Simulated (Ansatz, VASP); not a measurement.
**Two plane-wave programs on Al**

```
Al
1.0
     0.00000    3.02361    3.02361
     3.02361    0.00000    3.02361
     3.02361    3.02361    0.00000
Al
2
Direct
  0.12500 0.12500 0.12500
  0.87500 0.87500 0.87500
```

Alike in both runs: functional PBE; k mesh 10 × 10 × 10; occupations fermi-dirac, width 0.1 eV; no spin polarisation.

Ansatz relaxed the structure, and its values are those at the end. VASP's run is a single point on that final structure, the one shown.

|  | VASP | Ansatz |
| --- | --- | --- |
| version | VASP 6.6.1 | Ansatz 0.2.0 |
| potentials or method | VASP PAW PBE potentials, release 64 (Al), cutoff 520 eV | plane waves (420 eV) with PAW, scalar-relativistic |
| valence electrons in the cell | 6 | 6 |

|  | VASP | Ansatz | Ansatz less VASP |
| --- | --- | --- | --- |
| pressure (GPa) | 0.0 | 0.0 | +0.02 |
